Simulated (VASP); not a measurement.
# Te (Fd-3m) in VASP: a series of runs

Runs on Te. Level: LDA. Tasks: single point.

Everything below comes from runs of VASP 6.6.1. Logs are shortened: lines on timing, memory, paths and dates and some standing lists are left out, and cuts for length are marked.

### Step 1. The cell of the first run

Symmetry: Fd-3m, No. 227, cubic system. Conventional cell: a = 7.000 Å, b = 7.000 Å, c = 7.000 Å, α = 90.00°, β = 90.00°, γ = 90.00°. Within 4.0 Å of Te (site symmetry -43m) lie 4 Te at 3.03 Å.

This isn't the form of Te at room conditions, which is trigonal, of chains.

### Step 2. Single point, LDA (42.88 Å³/atom)

INCAR reads:

```
PREC = Accurate
ENCUT = 520
EDIFF = 1E-6
ISMEAR = -1
SIGMA = 0.1
LREAL = F
LASPH = T
NELM = 80
ALGO = Normal
ISIF = 2
LWAVE = F
LCHARG = F
GGA = CA
NBANDS = 13
```

KPOINTS reads:

```
regular mesh
0
Gamma
  9 9 9
```

POSCAR reads:

```
Te
1.0
    0.0000000000      3.5000932594      3.5000932594
    3.5000932594      0.0000000000      3.5000932594
    3.5000932594      3.5000932594      0.0000000000
Te
2
Direct
    0.1250000000      0.1250000000      0.1250000000
    0.8750000000      0.8750000000      0.8750000000
```

Potentials or basis: VASP PAW LDA potentials, release 64 (Te).

Run with:

```console
> cat potpaw_LDA.64/Te/POTCAR > POTCAR
> mpirun -np 1 vasp_std > vasp.out
```

OUTCAR:

```text
PREC = Accurate
   ENCUT = 520
   EDIFF = 1E-6
   ISMEAR = -1
   LREAL = F
   LASPH = T
   NELM = 80
   ISIF = 2
   GGA = CA

 ion  position               nearest neighbor table
   1  0.125  0.125  0.125-   2 3.03   2 3.03   2 3.03   2 3.03
   2  0.875  0.875  0.875-   1 3.03   1 3.03   1 3.03   1 3.03

  LATTYP: Found a face centered cubic cell.
 ALAT       =     7.0001865188

  Lattice vectors:

 A1 = (   0.0000000000,   3.5000932594,   3.5000932594)
 A2 = (   3.5000932594,   0.0000000000,   3.5000932594)
 A3 = (   3.5000932594,   3.5000932594,   0.0000000000)

Analysis of symmetry for initial positions (statically):
=====================================================================
 Subroutine PRICEL returns:
 Original cell was already a primitive cell.

 Routine SETGRP: Setting up the symmetry group for a
 face centered cubic supercell.

 Subroutine GETGRP returns: Found 48 space group operations
 (whereof 12 operations were pure point group operations)
 out of a pool of 48 trial point group operations.

The static configuration has the point symmetry D_3d.
 The point group associated with its full space group is O_h .

Analysis of symmetry for dynamics (positions and initial velocities):
=====================================================================
 Subroutine PRICEL returns:
 Original cell was already a primitive cell.

 Routine SETGRP: Setting up the symmetry group for a
 face centered cubic supercell.

 Subroutine GETGRP returns: Found 48 space group operations
 (whereof 12 operations were pure point group operations)
 out of a pool of 48 trial point group operations.

The dynamic configuration has the point symmetry D_3d.
 The point group associated with its full space group is O_h .

 Subroutine INISYM returns: Found 48 space group operations
 (whereof 12 operations are pure point group operations),
 and found     1 'primitive' translations

----------------------------------------------------------------------------------------

                                     Primitive cell

  volume of cell :      85.7569

  direct lattice vectors                    reciprocal lattice vectors
     0.000000000  3.500093259  3.500093259    -0.142853336  0.142853336  0.142853336
     3.500093259  0.000000000  3.500093259     0.142853336 -0.142853336  0.142853336
     3.500093259  3.500093259  0.000000000     0.142853336  0.142853336 -0.142853336

  length of vectors
     4.949879357  4.949879357  4.949879357     0.247429237  0.247429237  0.247429237

  position of ions in fractional coordinates (direct lattice)
     0.125000000  0.125000000  0.125000000
     0.875000000  0.875000000  0.875000000

  ion indices of the primitive-cell ions
   primitive index   ion index
                 1           1
                 2           2

----------------------------------------------------------------------------------------

 KPOINTS: regular mesh

Automatic generation of k-mesh.
 Grid dimensions read from file:
 generate k-points for:    9    9    9

 Generating k-lattice:

  Cartesian coordinates                     Fractional coordinates (reciprocal lattice)
    -0.015872593  0.015872593  0.015872593     0.111111111  0.000000000  0.000000000
     0.015872593 -0.015872593  0.015872593     0.000000000  0.111111111  0.000000000
     0.015872593  0.015872593 -0.015872593     0.000000000  0.000000000  0.111111111

  Length of vectors
     0.027492137  0.027492137  0.027492137

  Shift w.r.t. Gamma in fractional coordinates (k-lattice)
     0.000000000  0.000000000  0.000000000

 Subroutine IBZKPT returns following result:
 ===========================================

 Found     35 irreducible k-points:

 Following reciprocal coordinates:
            Coordinates               Weight
  0.000000  0.000000  0.000000      1.000000
  0.111111  0.000000  0.000000      8.000000
  0.222222  0.000000  0.000000      8.000000
  0.333333  0.000000  0.000000      8.000000
  0.444444  0.000000  0.000000      8.000000
  0.111111  0.111111  0.000000      6.000000
[... 16 lines left out ...]
 -0.333333  0.333333  0.000000     12.000000
  0.444444  0.444444  0.000000      6.000000
 [... further k-points ...]
   k-points           NKPTS =     35   k-points in BZ     NKDIM =     35   number of bands    NBANDS=     13
   number of dos      NEDOS =    301   number of ions     NIONS =      2
   total plane-waves  NPLWV =  64000
   dimension x,y,z NGX =    40 NGY =   40 NGZ =   40
   dimension x,y,z NGXF=    80 NGYF=   80 NGZF=   80
   ions per type =               2
   NGX,Y,Z   is equivalent  to a cutoff of  13.43, 13.43, 13.43 a.u.
   NGXF,Y,Z  is equivalent  to a cutoff of  26.87, 26.87, 26.87 a.u.
 SYSTEM =  unknown system
   PREC   = accura    normal or accurate (medium, high low for compatibility)
   ISTART =      0    job   : 0-new  1-cont  2-samecut
   ICHARG =      2    charge: 1-file 2-atom 10-const
   ISPIN  =      1    spin polarized calculation?
   LNONCOLLINEAR =      F non collinear calculations
   LSORBIT =      F    spin-orbit coupling
   LASPH  =      T    aspherical Exc in radial PAW
   ENCUT  =  520.0 eV  38.22 Ry    6.18 a.u.   9.20  9.20  9.20*2*pi/ulx,y,z
   NELM   =     80;   NELMIN=  2; NELMDL= -5     # of ELM steps
   EDIFF  = 0.1E-05   stopping-criterion for ELM
   LREAL  =      F    real-space projection
   EDIFFG = 0.1E-04   stopping-criterion for IOM
   NSW    =      0    number of steps for IOM
   IBRION =     -1    ionic relax: 0-MD 1-quasi-New 2-CG
   NFREE  =      0    steps in history (QN), initial steepest desc. (CG)
   ISIF   =      2    stress and relaxation
   ISYM   =      2    0-nonsym 1-usesym 2-fastsym
   POTIM  = 0.5000    time-step for ionic-motion
   TEBEG  =    0.0;   TEEND  =   0.0 temperature during run
   PSTRESS=    0.0 pullay stress
   NELECT =      12.0000    total number of electrons
   NUPDOWN=      -1.0000    fix difference up-down
   EMIN   =  10.00;   EMAX   =-10.00  energy-range for DOS
   EFERMI =   0.00;   METHOD = LEGACY
   ISMEAR =    -1;   SIGMA  =   0.10  broadening in eV -4-tet -1-fermi 0-gaus
   EFERMI_NEDOS =   21; number of points for ismear=-14 and -15
   IALGO  =     38    algorithm
   IMIX   =      4    mixing-type and parameters
     AMIX     =   0.40;   BMIX     =  1.00
     AMIX_MAG =   1.60;   BMIX_MAG =  1.00
  volume/ion in A,a.u.               =      42.88       289.36
  Fermi-wavevector in a.u.,A,eV,Ry     =   0.849922  1.606119  9.828400  0.722367
  Thomas-Fermi vector in A             =   1.965818
   LORBIT       =      0    0 simple, 1 ext, 2 COOP (PROOUT), +10 PAW based schemes
   GGA     = CA    functional components
   LHFCALC =     F    Hartree Fock is set to
   AEXX    =    0.0000 exact exchange contribution
   IVDW    =     0    specifies the selected vdW correction
   LEPSILON=     F    determine dielectric tensor
   LRPA    =     F    only Hartree local field effects (RPA)
 non-spin polarized calculation
  energy-cutoff  :      520.00
  volume of cell :       85.76
 maximum number of plane-waves:      2331
 NGX is ok and might be reduce to    40
   NGX = 19   NGY = 19   NGZ = 19

 number of electron      12.0000000 magnetization

 Free energy of the ion-electron system (eV)
  ---------------------------------------------------
  ext. energy  EPLUGINS =         0.00000000
  ---------------------------------------------------
  free energy    TOTEN  =        -6.57633473 eV

  energy without entropy =       -6.51013846  energy(sigma->0) =       -6.54323660

 E-fermi :   3.7877     XC(G=0):  -8.1725

 val. band max:        3.7574973639   @ k =   0.2222   0.0000   0.0000
 cond. band min:       3.7981706593   @ k =   0.2222   0.1111   0.0000
 fundamental gap:      0.0406732954
 Fermi energy:         3.7876772119

 k-point     1 :       0.0000    0.0000    0.0000
  band No.  band energies     occupation
      1      -9.5854      2.00000
      2      -4.7643      2.00000
      3       0.6226      2.00000
      4       0.6226      2.00000
      5       0.6226      2.00000
      6       3.0329      1.99895
      7       3.0329      1.99895
      8       3.0329      1.99895
      9       7.1843      0.00000
     10       9.6659      0.00000
     11       9.6659      0.00000
     12      11.0895      0.00000
     13      11.0895      0.00000

 k-point     2 :       0.1111    0.0000    0.0000
  band No.  band energies     occupation
      1      -9.5125      2.00000
      2      -4.9728      2.00000
      3       0.5208      2.00000
      4       0.5208      2.00000
      5       0.5967      2.00000
      6       3.1877      1.99505
      7       3.1877      1.99505
      8       3.1946      1.99470
      9       7.5341      0.00000
     10       9.3760      0.00000
     11       9.3760      0.00000
     12      10.8122      0.00000
     13      11.7055      0.00000

 k-point     3 :       0.2222    0.0000    0.0000
  band No.  band energies     occupation
      1      -9.3047      2.00000
      2      -5.4903      2.00000
      3       0.3053      2.00000
      4       0.3053      2.00000
      5       0.4668      2.00000
      6       3.5265      1.86321
      7       3.5265      1.86321
      8       3.7575      1.14976
      9       8.2667      0.00000
     10       9.1344      0.00000
     11       9.1344      0.00000
     12      10.5415      0.00000
     13      12.9068      0.00000

 k-point     4 :       0.3333    0.0000    0.0000
  band No.  band energies     occupation
      1      -9.0060      2.00000
      2      -6.0977      2.00000
      3       0.1069      2.00000
      4       0.1069      2.00000
      5       0.2799      2.00000
      6       3.8383      0.75206
      7       3.8383      0.75206
      8       4.6395      0.00040
      9       8.6776      0.00000
     10       9.3124      0.00000
     11       9.3124      0.00000
     12      10.4740      0.00000
     13      12.8629      0.00000

 k-point     5 :       0.4444    0.0000    0.0000
  band No.  band energies     occupation
      1      -8.7420      2.00000
      2      -6.5444      2.00000
      3      -0.0052      2.00000
      4      -0.0052      2.00000
      5       0.1558      2.00000
      6       4.0037      0.20685
      7       4.0037      0.20685
      8       5.4381      0.00000
      9       8.8760      0.00000
     10       9.5822      0.00000
     11       9.8752      0.00000
     12       9.8752      0.00000
     13      11.5982      0.00000
[... 257 lines left out ...]
 k-point    22 :      -0.4444    0.3333    0.0000
  band No.  band energies     occupation
      1      -8.1291      2.00000
      2      -7.3214      2.00000
      3      -1.0080      2.00000
      4      -0.5348      2.00000
      5       1.9126      2.00000
      6       3.0640      1.99856
      7       5.3404      0.00000
      8       5.3691      0.00000
      9       8.0960      0.00000
     10       9.4654      0.00000
     11      10.1704      0.00000
     12      12.3992      0.00000
     13      12.4552      0.00000

 k-point    23 :      -0.3333    0.3333    0.0000
  band No.  band energies     occupation
      1      -8.2392      2.00000
      2      -7.1909      2.00000
      3      -1.1221      2.00000
      4      -0.3785      2.00000
      5       1.7710      2.00000
      6       3.7121      1.36077
      7       4.9368      0.00002
      8       5.1225      0.00000
      9       7.8405      0.00000
     10       9.4120      0.00000
     11       9.9923      0.00000
     12      12.3960      0.00000
     13      13.1227      0.00000

 k-point    24 :       0.4444    0.4444    0.0000
  band No.  band energies     occupation
      1      -8.1037      2.00000
      2      -7.3538      2.00000
      3      -0.6867      2.00000
      4      -0.6867      2.00000
      5       2.0378      2.00000
      6       2.0791      2.00000
      7       5.8270      0.00000
      8       5.8270      0.00000
      9       8.3293      0.00000
     10       9.3594      0.00000
     11      11.5069      0.00000
     12      11.5069      0.00000
     13      11.7238      0.00000

 [... further k-points ...]
[... 5 lines left out ...]
  --------------------------------------------------------------------------------------
  -------------------------------------------------------------------------------------
  Total        0.0460244      0.0460244      0.0460244      0.0000000     -0.0000000     -0.0000000
  in kB        0.8598635      0.8598635      0.8598635      0.0000000     -0.0000000     -0.0000000
  external PRESSURE =       0.8598635 kB  Pullay stress =       0.0000000 kB

 VOLUME and BASIS-vectors are now :
 -----------------------------------------------------------------------------
  energy-cutoff  :      520.00
  volume of cell :       85.76
      direct lattice vectors                 reciprocal lattice vectors
     0.000000000  3.500093259  3.500093259    -0.142853336  0.142853336  0.142853336
     3.500093259  0.000000000  3.500093259     0.142853336 -0.142853336  0.142853336
     3.500093259  3.500093259  0.000000000     0.142853336  0.142853336 -0.142853336

 POSITION                                       TOTAL-FORCE (eV/Angst)
 -----------------------------------------------------------------------------------
      0.87502      0.87502      0.87502         0.000000      0.000000      0.000000
      6.12516      6.12516      6.12516        -0.000000     -0.000000     -0.000000
 -----------------------------------------------------------------------------------
    total drift:                                0.000000      0.000000      0.000000

  FREE ENERGIE OF THE ION-ELECTRON SYSTEM (eV)
  ---------------------------------------------------
  free  energy   TOTEN  =        -6.5763347289 eV

  energy  without entropy=       -6.5101384644  energy(sigma->0) =       -6.54323660
```

It took 53 s on 1 thread of Intel Xeon 8259CL, shared host; peak memory 0.2 GiB.

What came out:

```
Free energy            : -6.5763 eV
Pressure               : 0.1 GPa
Band gap on the k mesh : zero (bands 6 and 7 overlap by 0.97 eV)
```

Caveat: spin-orbit coupling is left out, which moves the levels of the heavy elements.

### Step 3. Single point, LDA (44.59 Å³/atom)

This run uses another cell than the first one, of 44.59 Å³/atom.

INCAR reads:

```
PREC     = Accurate       # precision mode
ENCUT    = 520            # plane-wave cutoff, eV
EDIFF    = 1E-6           # SCF threshold, eV
ISMEAR   = -1             # smearing method
SIGMA    = 0.1            # smearing width, eV
LREAL    = F              # projectors in reciprocal space
LASPH    = T              # aspherical terms in the spheres
NELM     = 80             # most SCF steps
ALGO     = Normal         # electronic algorithm
ISIF     = 2              # what is computed and relaxed
LWAVE    = F              # write WAVECAR
LCHARG   = F              # write CHGCAR
NBANDS   = 13             # bands
```

KPOINTS is that of step 2.

POSCAR reads:

```
Te
1.0
    0.0000000000      3.5461524000      3.5461524000
    3.5461524000      0.0000000000      3.5461524000
    3.5461524000      3.5461524000      0.0000000000
Te
2
Direct
    0.1250000000      0.1250000000      0.1250000000
    0.8750000000      0.8750000000      0.8750000000
```

Potentials or basis: VASP PAW LDA potentials, release 64 (Te).

Run with:

```console
> cat potpaw_LDA.64/Te/POTCAR > POTCAR
> mpirun -np 1 vasp_std > vasp.out
```

Wall time 50 s (1 thread of Intel Xeon 8259CL, shared host); peak memory 0.2 GiB.

It converged, with:

```
Free energy            : -6.5651 eV
Pressure               : -1.1 GPa
Band gap on the k mesh : zero (bands 6 and 7 overlap by 0.93 eV)
```

Levels at points of the mesh, in eV from the Fermi level:
| k point | band 4 | band 5 | band 6 | band 7 | band 8 | band 9 |
| --- | --- | --- | --- | --- | --- | --- |
| (0.00, 0.00, 0.00) | -3.04 | -3.04 | -0.70 | -0.70 | -0.70 | 3.43 |

Caveat: spin-orbit coupling is left out, which moves the levels of the heavy elements.

[end of part 1 of 2]

The gap in the log of VASP goes by the Fermi energy; the results here count the filled bands.